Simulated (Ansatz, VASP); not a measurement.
Si in VASP and in Ansatz

```
Si
1.0
     3.82443    0.00000    0.00000
    -1.91222    3.31206    0.00000
     0.00000    0.00000    6.32520
Si
4
Direct
  0.33333 0.66667 0.00003
  0.66667 0.33333 0.50003
  0.33333 0.66667 0.37397
  0.66667 0.33333 0.87397
```

Alike in both runs: task single point; functional PBEsol; k mesh 15 × 15 × 8; no spin polarisation.

|  | VASP | Ansatz |
| --- | --- | --- |
| version | VASP 6.6.1 | Ansatz 0.2.0 |
| potentials or method | VASP PAW PBE potentials, release 64 (Si), cutoff 520 eV | scalar-relativistic, plane waves, PAW |
| occupations | gaussian, width 0.01 eV | fixed |
| valence electrons in the cell | 16 | 16 |

```csv
,VASP,Ansatz,Ansatz less VASP
gap on the k mesh at the Fermi level (eV),0.30,0.31,+0.007
least direct gap on the mesh (eV),0.97,0.97,0.000
```

VASP's potentials were made for PBE, not for PBEsol, and Ansatz warns of the same on its side.
